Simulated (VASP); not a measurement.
LiH, 2 atoms in the cell. It takes space group I4/mmm (No. 139, tetragonal). The conventional cell has a = 2.874 Å, b = 2.874 Å, c = 3.984 Å, α = 90.00°, β = 90.00°, γ = 90.00°. Li (site symmetry 4/mmm) has 6 H at 1.99 to 2.03 Å within 2.6 Å. H (site symmetry 4/mmm) has 6 Li at 1.99 to 2.03 Å within 2.6 Å.  This cell differs from its parent crystal: zz strain of -2 %.

```yaml
Program: VASP 6.6.1
Task: single point
Functional: LDA
Potentials_or_basis: VASP PAW LDA potentials, release 64 (Li_sv, H)
Cutoff: 520 eV
k_mesh: 11 × 11 × 11
Occupations: fermi-dirac, width 0.03 eV
Spin: no spin polarisation
Dipole_correction: no
Further_INCAR_settings: ALGO = Normal; EDIFF = 1e-06; NBANDS = 9
```

Potentials or basis: VASP PAW LDA potentials, release 64 (Li_sv, H).

Launch:

```bash
$ cat potpaw_LDA.64/Li_sv/POTCAR potpaw_LDA.64/H/POTCAR > POTCAR
$ mpirun -np 1 vasp_std > vasp.out
```

Hardware: 1 thread of Intel(R) Xeon(R) 6975P-C (Granite Rapids), on a shared host.

Estimate the wall time of this run.

Wall time 5 s on 1 thread of Intel(R) Xeon(R) 6975P-C (Granite Rapids) (shared host), peak memory 0.13 GiB. Counts: scf iterations 10, k points 126.
